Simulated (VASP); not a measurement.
# SrO (P1) in VASP: further runs

The runs below take SrO through single point, with r2SCAN.

Program: VASP 6.6.1. These are calculated values, not measurements. Logs are shortened: lines on timing, memory, paths and dates and some standing lists are left out, and cuts for length are marked.

**1. The cell of the first run**

The typed cell holds 16 atoms: a = 7.306 Å, b = 7.306 Å, c = 7.306 Å, α = 60.00°, β = 60.00°, γ = 60.00°.

**2. Single point, r2SCAN**

The input, POSCAR:

```
SrO
1.0
    0.0000000000      5.1660560000      5.1660560000
    5.1660560000      0.0000000000      5.1660560000
    5.1660560000      5.1660560000      0.0000000000
Sr O
8 8
Direct
    0.2642754937      0.2465313965      0.2626878222
    0.2435672397      0.2404387409      0.7642894309
    0.2428436703      0.7445612281      0.2532723223
    0.2533189729      0.7569933427      0.7470296489
    0.7501521470      0.2685963915      0.2448438422
    0.7398098278      0.2642619437      0.7411938624
    0.7624464388      0.7526770906      0.2482272743
    0.7551117332      0.7374591952      0.7412750655
    0.0267979093      0.0008130961     -0.0196454510
    0.0213415224      0.0523878371      0.4528523307
   -0.0162570828      0.4942519013     -0.0075233408
   -0.0302092157      0.5155008966      0.5095929080
    0.4836641337     -0.0072153689      0.0100525430
    0.5148189451      0.0182416722      0.4587063129
    0.4976739509      0.5002757423     -0.0210471005
    0.4995182979      0.4722454615      0.4963286306
```

The input, INCAR.step1:

```
PREC = Accurate ; ENCUT = 520
ISMEAR = -1 ; SIGMA = 0.086
LREAL = Auto ; LASPH = True
NELM = 100 ; NBANDS = 78
GGA = PE ; ALGO = Normal
EDIFF = 1E-4 ; LWAVE = True
LCHARG = False
```

The input, INCAR.step2:

```
PREC = Accurate ; ENCUT = 520
EDIFF = 1E-6 ; ISMEAR = -1
SIGMA = 0.086 ; LREAL = Auto
LASPH = True ; NELM = 100
ALGO = Normal ; ISIF = 2
LWAVE = False ; LCHARG = False
METAGGA = R2SCAN ; LMIXTAU = True
NBANDS = 78 ; ISTART = 1
```

The input, KPOINTS:

```
Automatic mesh
0
Gamma
  2 2 2
```

Potentials or basis: VASP PAW PBE potentials, release 64 (Sr_sv, O).

On the command line:

```console
$ cat potpaw_PBE.64/Sr_sv/POTCAR potpaw_PBE.64/O/POTCAR > POTCAR
$ cp INCAR.step1 INCAR
$ mpirun -np 1 vasp_std > vasp.out
$ cp INCAR.step2 INCAR
$ mpirun -np 1 vasp_std > vasp.out
```

OUTCAR:

```text
PREC = Accurate
   ENCUT = 520
   EDIFF = 1E-6
   ISMEAR = -1
   LREAL = Auto
   LASPH = True
   NELM = 100
   ISIF = 2
   METAGGA = R2SCAN
   ISTART = 1

 ion  position               nearest neighbor table
   1  0.264  0.247  0.263-  10 2.27  14 2.32  15 2.53  13 2.63  12 2.68  11 2.85   3 3.53   4 3.56
                             5 3.57   2 3.57   7 3.63   6 3.65   6 3.67   7 3.68   2 3.74   5 3.74
   2  0.244  0.240  0.764-   9 2.36  11 2.50  13 2.51  16 2.53  12 2.73  14 2.74   4 3.56   5 3.56
                             1 3.57   3 3.60   8 3.60   6 3.63   6 3.68   3 3.71   8 3.71   1 3.74
   3  0.243  0.745  0.253-  13 2.53   9 2.54  16 2.59  12 2.60  10 2.66  15 2.68   7 3.50   1 3.53
                             8 3.56   5 3.60   2 3.60   4 3.62   4 3.69   2 3.71   5 3.72   8 3.74
   4  0.253  0.757  0.747-  15 2.46   9 2.47  14 2.71  10 2.74  11 2.75  16 2.77   1 3.56   2 3.56
                             8 3.58   6 3.58   3 3.62   7 3.62   7 3.68   3 3.69   6 3.73   8 3.73
   5  0.750  0.269  0.245-  16 2.36  11 2.38  10 2.49  14 2.52  15 2.69   9 2.75   8 3.56   2 3.56
                             1 3.57   6 3.57   7 3.59   3 3.60   7 3.71   3 3.72   6 3.73   1 3.74
   6  0.740  0.264  0.741-  15 2.45  12 2.49  16 2.52  10 2.61   9 2.72  13 2.73   8 3.51   5 3.57
                             4 3.58   7 3.59   2 3.63   1 3.65   1 3.67   2 3.68   7 3.72   4 3.73
   7  0.762  0.753  0.248-  12 2.43  14 2.47   9 2.65  11 2.67  13 2.68  16 2.81   3 3.50   8 3.52
                             6 3.59   5 3.59   4 3.62   1 3.63   4 3.68   1 3.68   5 3.71   6 3.72
   8  0.755  0.737  0.741-  12 2.35  11 2.48  15 2.56  13 2.71  14 2.71  10 3.01   6 3.51   7 3.52
                             5 3.56   3 3.56   4 3.58   2 3.60   2 3.71   4 3.73   3 3.74   5 3.76
   9  0.027  0.001  0.980-   2 2.36   4 2.47   3 2.54   7 2.65   6 2.72   5 2.75
  10  0.021  0.052  0.453-   1 2.27   5 2.49   6 2.61   3 2.66   4 2.74   8 3.01
  11  0.984  0.494  0.992-   5 2.38   8 2.48   2 2.50   7 2.67   4 2.75   1 2.85
  12  0.970  0.516  0.510-   8 2.35   7 2.43   6 2.49   3 2.60   1 2.68   2 2.73
  13  0.484  0.993  0.010-   2 2.51   3 2.53   1 2.63   7 2.68   8 2.71   6 2.73
  14  0.515  0.018  0.459-   1 2.32   7 2.47   5 2.52   4 2.71   8 2.71   2 2.74
  15  0.498  0.500  0.979-   6 2.45   4 2.46   1 2.53   8 2.56   3 2.68   5 2.69
  16  0.500  0.472  0.496-   5 2.36   6 2.52   2 2.53   3 2.59   4 2.77   7 2.81

  LATTYP: Found a face centered cubic cell.
 ALAT       =    10.3321120000

  Lattice vectors:

 A1 = (   0.0000000000,   5.1660560000,   5.1660560000)
 A2 = (   5.1660560000,   0.0000000000,   5.1660560000)
 A3 = (   5.1660560000,   5.1660560000,   0.0000000000)

Analysis of symmetry for initial positions (statically):
=====================================================================
 Subroutine PRICEL returns:
 Original cell was already a primitive cell.

 Routine SETGRP: Setting up the symmetry group for a
 face centered cubic supercell.

 Subroutine GETGRP returns: Found  1 space group operations
[... 141 lines left out ...]
   EMIN   =  10.00;   EMAX   =-10.00  energy-range for DOS
   EFERMI =   0.00;   METHOD = LEGACY
   ISMEAR =    -1;   SIGMA  =   0.09  broadening in eV -4-tet -1-fermi 0-gaus
   EFERMI_NEDOS =   21; number of points for ismear=-14 and -15
   IALGO  =     38    algorithm
   IMIX   =      4    mixing-type and parameters
     AMIX     =   0.40;   BMIX     =  1.00
     AMIX_MAG =   1.60;   BMIX_MAG =  1.00
  volume/ion in A,a.u.               =      17.23       116.30
  Fermi-wavevector in a.u.,A,eV,Ry     =   1.267581  2.395381 21.861318  1.606762
  Thomas-Fermi vector in A             =   2.400721
   LORBIT       =      0    0 simple, 1 ext, 2 COOP (PROOUT), +10 PAW based schemes
   METAGGA = R2SCAN    functional components
   LHFCALC =     F    Hartree Fock is set to
   AEXX    =    0.0000 exact exchange contribution
   IVDW    =     0    specifies the selected vdW correction
   LEPSILON=     F    determine dielectric tensor
   LRPA    =     F    only Hartree local field effects (RPA)
 non-spin polarized calculation
  energy-cutoff  :      520.00
  volume of cell :      275.74
 maximum number of plane-waves:      7456
   NGX = 27   NGY = 27   NGZ = 27

 number of electron     128.0000001 magnetization

 Free energy of the ion-electron system (eV)
  ---------------------------------------------------
  ext. energy  EPLUGINS =         0.00000000
  ---------------------------------------------------
  free energy    TOTEN  =      -215.08079109 eV

  energy without entropy =     -215.08079109  energy(sigma->0) =     -215.08079109

 E-fermi :   3.2812     XC(G=0): -10.4959

 val. band max:        1.3808337514   @ k =   0.0000   0.0000   0.0000
 cond. band min:       5.1076138854   @ k =   0.0000   0.0000   0.0000
 fundamental gap:      3.7267801340
 Fermi energy:         3.2811501040

 k-point     1 :       0.0000    0.0000    0.0000
  band No.  band energies     occupation
      1     -32.5886      2.00000
      2     -32.3661      2.00000
      3     -32.2979      2.00000
      4     -32.2823      2.00000
      5     -32.1095      2.00000
      6     -31.8422      2.00000
[... 621 lines left out ...]
     75       8.1574      0.00000
     76       8.3716      0.00000
 [bands above 76 left out]

------------------------ aborting loop because EDIFF is reached ----------------------------------------

  FORCE on cell =-STRESS in cart. coord.  units (eV):
  Direction    XX          YY          ZZ          XY          YZ          ZX
  --------------------------------------------------------------------------------------
  -------------------------------------------------------------------------------------
  Total        3.5920274      3.5365984      5.9082666     -0.0950334      0.1989609     -0.3662455
  in kB       20.8709830     20.5489201     34.3291731     -0.5521788      1.1560350     -2.1280192
  external PRESSURE =      25.2496921 kB  Pullay stress =       0.0000000 kB

 VOLUME and BASIS-vectors are now :
 -----------------------------------------------------------------------------
  energy-cutoff  :      520.00
  volume of cell :      275.74
      direct lattice vectors                 reciprocal lattice vectors
     0.000000000  5.166056000  5.166056000    -0.096785633  0.096785633  0.096785633
     5.166056000  0.000000000  5.166056000     0.096785633 -0.096785633  0.096785633
     5.166056000  5.166056000  0.000000000     0.096785633  0.096785633 -0.096785633

 POSITION                                       TOTAL-FORCE (eV/Angst)
 -----------------------------------------------------------------------------------
      2.63066      2.72232      2.63886        -0.508931     -1.275999      0.403165
      5.19048      5.20664      2.50040         0.068402      0.219347      0.715328
      5.15486      2.56296      5.10099         0.318995      0.240653      0.939161
      7.76987      5.16786      5.21933        -0.409926     -0.513305     -0.276823
      2.65246      5.14020      5.26291        -0.716484      0.217980     -0.346475
      5.19424      7.65095      5.18709        -0.620438      0.347772     -0.574810
[... 8 lines left out ...]
      7.64178      7.62834      5.15546         0.543532     -0.043972      0.496734
      5.00371      5.14460      5.02019         1.138144     -0.156077      0.563439
 -----------------------------------------------------------------------------------
    total drift:                               -0.014411      0.010202      0.005691

  FREE ENERGIE OF THE ION-ELECTRON SYSTEM (eV)
  ---------------------------------------------------
  free  energy   TOTEN  =      -215.0807910938 eV

  energy  without entropy=     -215.0807910927  energy(sigma->0) =     -215.08079109
```

It took 40 min on 1 thread of Intel Xeon 8259CL, shared host; peak memory 0.5 GiB.

What came out:

```yaml
Free_energy: -215.0808 eV
Pressure: 2.5 GPa
Largest_force: 2.246 eV/Å
Band_gap_on_the_k_mesh: 3.73 eV
```

Forces on the atoms (eV/Å):
```
Sr  -0.509 -1.276  0.403
Sr   0.068  0.219  0.715
Sr   0.319  0.241  0.939
Sr  -0.410 -0.513 -0.277
Sr  -0.716  0.218 -0.346
Sr  -0.620  0.348 -0.575
Sr  -0.429 -1.145 -0.206
Sr   1.423 -0.024  0.212
O   -0.155 -0.235 -1.243
O   -0.136  0.633 -2.151
O    0.360 -0.101  1.374
O   -0.682  0.291  0.425
O   -0.355  0.276  0.470
O    0.160  1.270 -0.802
O    0.544 -0.044  0.497
O    1.138 -0.156  0.563
```

Levels at points of the mesh, in eV from the valence-band top:
```
           k point  band 62  band 63  band 64  band 65  band 66  band 67
(0.00, 0.00, 0.00)    -0.09    -0.06     0.00     3.73     3.79     3.85
(0.50, 0.00, 0.00)    -0.44    -0.39    -0.33     5.06     5.12     5.25
(0.00, 0.50, 0.00)    -0.51    -0.41    -0.28     4.97     4.99     5.24
(0.00, 0.00, 0.50)    -0.47    -0.42    -0.34     4.96     5.16     5.32
(0.50, 0.50, 0.50)    -0.42    -0.36    -0.26     4.94     5.11     5.25
(0.50, 0.50, 0.00)    -0.25    -0.16    -0.11     4.75     4.94     5.87
(0.00, 0.50, 0.50)    -0.22    -0.19    -0.16     4.74     4.81     5.82
(0.50, 0.00, 0.50)    -0.28    -0.16    -0.06     4.75     4.86     5.82
```

Caveat: the k points lie up to 0.53 Å⁻¹ apart; the atoms stand as in a frame of molecular dynamics; the PAW data sets were made with another functional, which shifts forces and pressure a little. r2SCAN opens gaps a little over a GGA but as a rule still falls short of measured ones.

**3. Single point, r2SCAN**

This run uses another cell than the first one, of 17.41 Å³/atom.

The input, POSCAR:

```
SrO
1.0
    0.0000000000      5.1836280000      5.1836280000
    5.1836280000      0.0000000000      5.1836280000
    5.1836280000      5.1836280000      0.0000000000
Sr O
8 8
Direct
    0.2832037716      0.2359372625      0.2609041390
    0.2405601829      0.2363733470      0.7624944344
    0.2452168636      0.7561364357      0.2484304429
    0.2456593143      0.7511338584      0.7463225563
    0.7495674844      0.2755201569      0.2375502254
    0.7336248859      0.2717786654      0.7361115612
    0.7603002183      0.7534546268      0.2478446563
    0.7601958512      0.7324832145      0.7399916622
    0.0015964687     -0.0035020839     -0.0138211114
    0.0153846881      0.0176589640      0.4519522813
   -0.0374452025      0.5469630537     -0.0315157646
   -0.0022385866      0.4981767596      0.4773272696
    0.5127726179     -0.0051796734     -0.0090200338
    0.5170610237     -0.0168002025      0.5074023445
    0.4701304762      0.5412331865     -0.0185268889
    0.4811437086      0.4895401445      0.4968381219
```

The input, INCAR.step1:

```
PREC     = Accurate       # precision mode
ENCUT    = 520            # plane-wave cutoff, eV
ISMEAR   = -1             # smearing method
SIGMA    = 0.086          # smearing width, eV
LREAL    = Auto         
LASPH    = True           # aspherical terms in the spheres
NELM     = 100            # most SCF steps
NBANDS   = 78             # bands
GGA      = PE             # functional
ALGO     = Normal         # electronic algorithm
EDIFF    = 1E-4           # SCF threshold, eV
LWAVE    = True           # write WAVECAR
LCHARG   = False          # write CHGCAR
```

The input, INCAR.step2:

```
PREC     = Accurate       # precision mode
ENCUT    = 520            # plane-wave cutoff, eV
EDIFF    = 1E-7           # SCF threshold, eV
ISMEAR   = -1             # smearing method
SIGMA    = 0.086          # smearing width, eV
LREAL    = Auto         
LASPH    = True           # aspherical terms in the spheres
NELM     = 100            # most SCF steps
ALGO     = Normal         # electronic algorithm
ISIF     = 2              # what is computed and relaxed
LWAVE    = False          # write WAVECAR
LCHARG   = False          # write CHGCAR
METAGGA  = R2SCAN         # meta-GGA
LMIXTAU  = True         
NBANDS   = 78             # bands
ISTART   = 1
```

The input, KPOINTS:

```
regular mesh
0
Gamma
  2 2 2
```

Potentials or basis: VASP PAW PBE potentials, release 64 (Sr_sv, O).

On the command line:

```console
$ cat potpaw_PBE.64/Sr_sv/POTCAR potpaw_PBE.64/O/POTCAR > POTCAR
$ cp INCAR.step1 INCAR
$ mpirun -np 1 vasp_std > vasp.out
$ cp INCAR.step2 INCAR
$ mpirun -np 1 vasp_std > vasp.out
```

Wall time 42 min (1 thread of Intel Xeon 8259CL, shared host); peak memory 0.53 GiB.

Results (log left out):

```
Free energy            : -215.2344 eV
Pressure               : 0.8 GPa
Largest force          : 2.084 eV/Å
Band gap on the k mesh : 3.72 eV
```

Forces in eV/Å, atoms in the order of the input:
```
Sr  -0.115 -0.873 -0.432
Sr  -0.152  0.321  0.576
Sr  -0.261 -0.080  0.278
Sr   0.114 -0.575 -0.195
Sr  -0.230  0.497 -0.338
Sr  -0.759  0.399 -0.537
Sr  -0.497 -0.859  0.099
Sr   0.939 -1.329  0.608
O    0.552 -0.379  0.122
O    0.782  0.186  0.011
O   -0.537  2.000 -0.239
O    0.134  0.709 -0.159
O    0.598 -0.341  0.141
O    0.168 -1.099  0.141
O   -0.972  1.041 -0.408
O    0.235  0.383  0.333
```

Stress tensor (GPa, compression positive):
```
 0.01  0.22 -0.05
 0.22  2.92 -0.01
-0.05 -0.01 -0.38
```

Levels at points of the mesh, in eV from the valence-band top:
| k point | band 61 | band 62 | band 63 | band 64 | band 65 | band 66 | band 67 | band 68 |
| --- | --- | --- | --- | --- | --- | --- | --- | --- |
| (0.00, 0.00, 0.00) | -0.13 | -0.07 | -0.03 | 0.00 | 3.72 | 3.80 | 3.91 | 4.28 |
| (0.50, 0.00, 0.00) | -0.49 | -0.46 | -0.40 | -0.31 | 5.03 | 5.11 | 5.13 | 5.35 |
| (0.00, 0.50, 0.00) | -0.50 | -0.46 | -0.33 | -0.31 | 4.94 | 5.19 | 5.23 | 5.50 |
| (0.00, 0.00, 0.50) | -0.52 | -0.48 | -0.45 | -0.28 | 5.09 | 5.18 | 5.29 | 5.32 |
| (0.50, 0.50, 0.50) | -0.54 | -0.45 | -0.32 | -0.27 | 5.07 | 5.13 | 5.24 | 5.54 |
| (0.50, 0.50, 0.00) | -0.23 | -0.20 | -0.17 | -0.09 | 4.65 | 4.90 | 5.85 | 6.01 |
| (0.00, 0.50, 0.50) | -0.30 | -0.20 | -0.17 | -0.08 | 4.75 | 5.02 | 5.74 | 5.95 |
| (0.50, 0.00, 0.50) | -0.25 | -0.22 | -0.15 | -0.11 | 4.73 | 4.88 | 5.80 | 5.86 |

Caveat: the k points lie up to 0.52 Å⁻¹ apart; the atoms stand as in a frame of molecular dynamics; the PAW data sets were made with another functional, which shifts forces and pressure a little. r2SCAN opens gaps a little over a GGA but as a rule still falls short of measured ones.

**4. Single point, r2SCAN**

This run uses another cell than the first one, of 17.67 Å³/atom.

The input, POSCAR:

```
SrO
1.0
    0.0000000000      5.2091140000      5.2091140000
    5.2091140000      0.0000000000      5.2091140000
    5.2091140000      5.2091140000      0.0000000000
Sr O
8 8
Direct
    0.2837315520      0.2391005457      0.2541764300
    0.2311449701      0.2390758774      0.7614927414
    0.2529332243      0.7767439914      0.2399623045
    0.2238282748      0.7564681825      0.7410763136
    0.7576737618      0.2799044137      0.2206753394
    0.7319945388      0.2668567054      0.7330444294
    0.7621469793      0.7489318721      0.2375579609
    0.7353692010      0.7485434183      0.7474658838
   -0.0521843062      0.0380918905     -0.0175862920
    0.0088478578     -0.0080682627      0.5021046765
   -0.0084526850      0.5107791843     -0.0308273154
    0.0114416770      0.4916377334      0.4938853325
    0.4793351614      0.0427396098     -0.0419909221
    0.4893678656     -0.0092374634      0.5156759864
    0.4959336655      0.4987057300      0.0448321922
    0.4769639328      0.5110584065      0.5108341841
```

The input, INCAR.step1:

```
PREC = Accurate
ENCUT = 520
ISMEAR = -1
SIGMA = 0.086
LREAL = Auto
LASPH = T
NELM = 60
NBANDS = 78
GGA = PE
ALGO = Normal
EDIFF = 1E-4
LWAVE = T
LCHARG = F
```

The input, INCAR.step2:

```
PREC = Accurate
ENCUT = 520
EDIFF = 1E-6
ISMEAR = -1
SIGMA = 0.086
LREAL = Auto
LASPH = T
NELM = 60
ALGO = Normal
ISIF = 2
LWAVE = F
LCHARG = F
METAGGA = R2SCAN
LMIXTAU = T
NBANDS = 78
ISTART = 1
```

The input, KPOINTS:

```
Automatic mesh
0
Gamma
  2 2 2
```

On the command line:

```console
$ cat potpaw_PBE.64/Sr_sv/POTCAR potpaw_PBE.64/O/POTCAR > POTCAR
$ cp INCAR.step1 INCAR
$ mpirun -np 1 vasp_std > vasp.out
$ cp INCAR.step2 INCAR
$ mpirun -np 1 vasp_std > vasp.out
```

It took 45 min on 1 thread of Intel Xeon 8259CL, shared host; peak memory 0.53 GiB.

The run converged. Its results:

```yaml
Free_energy: -214.9921 eV
Pressure: 0.2 GPa
Largest_force: 1.785 eV/Å
Band_gap_on_the_k_mesh: 3.83 eV
```

Forces on the atoms (eV/Å):
```
Sr   0.508 -0.612 -0.192
Sr  -0.249 -1.064  0.939
Sr  -0.219  0.283 -1.042
Sr   0.082  0.581  0.199
Sr   0.214  1.125 -1.075
Sr  -0.308  0.148  0.059
Sr   0.365  0.197  0.050
Sr  -0.120 -0.320  0.653
O   -0.205  1.166 -0.207
O    0.168 -0.723  0.188
O    0.885  0.490 -0.041
O    0.151 -1.047  0.011
O    0.081  1.667 -0.631
O   -0.593 -0.191  0.011
O   -0.450 -1.365  0.285
O   -0.309 -0.335  0.793
```

Stress tensor (GPa, compression positive):
```
-1.19  0.11 -0.12
 0.11  2.65  0.14
-0.12  0.14 -0.79
```

Levels at points of the mesh, in eV from the valence-band top:
```
           k point  band 62  band 63  band 64  band 65  band 66  band 67
(0.00, 0.00, 0.00)    -0.07    -0.04     0.00     3.83     3.86     3.92
(0.50, 0.00, 0.00)    -0.41    -0.38    -0.35     5.03     5.18     5.32
(0.00, 0.50, 0.00)    -0.49    -0.40    -0.29     4.99     5.03     5.27
(0.00, 0.00, 0.50)    -0.41    -0.38    -0.29     5.00     5.11     5.34
(0.50, 0.50, 0.50)    -0.46    -0.41    -0.37     5.10     5.15     5.34
(0.50, 0.50, 0.00)    -0.18    -0.15    -0.08     4.74     4.99     5.71
(0.00, 0.50, 0.50)    -0.20    -0.13    -0.08     4.76     4.91     5.67
(0.50, 0.00, 0.50)    -0.19    -0.15    -0.11     4.81     4.94     5.81
```

Caveat: the k points lie up to 0.52 Å⁻¹ apart; the atoms stand as in a frame of molecular dynamics; the PAW data sets were made with another functional, which shifts forces and pressure a little. r2SCAN opens gaps a little over a GGA but as a rule still falls short of measured ones.

**5. Overview**

```tsv
cell	gap on the mesh (eV)	pressure (GPa)	largest force (eV/Å)
a = 7.306 Å, angles 60.0°, 16 atoms, atomic positions A	3.73	2.5	2.25
a = 7.331 Å, angles 60.0°, 16 atoms, atomic positions B	3.72	0.8	2.08
a = 7.367 Å, angles 60.0°, 16 atoms, atomic positions C	3.83	0.2	1.78
```

Alike in all rows: task single point; level r2SCAN; potentials or basis VASP PAW PBE potentials, release 64 (Sr_sv, O); no spin polarisation; k mesh 2 × 2 × 2; cutoff (eV) 520; smearing fermi-dirac 0.086 eV.

Caveats: all runs use coarse meshes; the atoms stand as in a frame of molecular dynamics; the PAW data sets were made with another functional, which shifts forces and pressure a little.

Absolute energies hang on the potentials; compare differences alone.
